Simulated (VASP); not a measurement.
Write the native input for VASP 6.6.1 that does the following.

```yaml
Task: single point
Functional: PBEsol
Potentials_or_basis: VASP PAW PBE potentials, release 64 (Yb, Se)
Cutoff: 520 eV
k_mesh: 8 × 8 × 8
Occupations: gaussian, width 0.05 eV
Spin: collinear spin
Starting_moments: "[0.05, 0.0, 0.0] μB"
Dipole_correction: no
Further_INCAR_settings: ALGO = Normal; EDIFF = 1e-06; NBANDS = 29
```

The structure of YbSe2 lies in POSCAR:

```
YbSe2
1.0
    2.4079800550      1.3902479330      3.9325804517
   -2.4079800550      1.3902479330      3.9325804517
    0.0000000000     -2.7804958660      3.9325804517
Yb Se
1 2
Direct
    0.0000000000      0.0000000000      0.0000000000
    0.2500092680      0.2500092680      0.2500092680
    0.7499907320      0.7499907320      0.7499907320
```

The input as run:

INCAR

```
PREC = Accurate ; ENCUT = 520
EDIFF = 1E-6 ; ISMEAR = 0
SIGMA = 0.05 ; LREAL = F
LASPH = T ; NELM = 150
ALGO = Normal ; ISIF = 2
LWAVE = F ; LCHARG = F
ISPIN = 2 ; MAGMOM = 0.05 0 0
LORBIT = 11 ; LMAXMIX = 6
GGA = PS ; NBANDS = 29
```

KPOINTS

```
regular mesh
0
Gamma
  8 8 8
```

Potentials or basis: VASP PAW PBE potentials, release 64 (Yb, Se).

Launch:

```bash
$ cat potpaw_PBE.64/Yb/POTCAR potpaw_PBE.64/Se/POTCAR > POTCAR
$ mpirun -np 1 vasp_std > vasp.out
```

Results of the run:

```yaml
Pressure: -3.1 GPa
Band_gap_on_the_k_mesh: zero (filled and empty bands overlap)
Net_moment: 0.00 μB per cell
Valence_electrons_inside_the_program's_atomic_spheres: Yb 22.03; Se 3.79
```

Caveat: the cell stands under tension; the PAW data sets were made with another functional, which shifts forces and pressure a little; spin-orbit coupling is left out, which moves the levels of the heavy elements.

It took 19 min on 1 thread of Oxide Virtual Turin-like Processor, with other jobs on the host, peak memory 0.39 GiB.
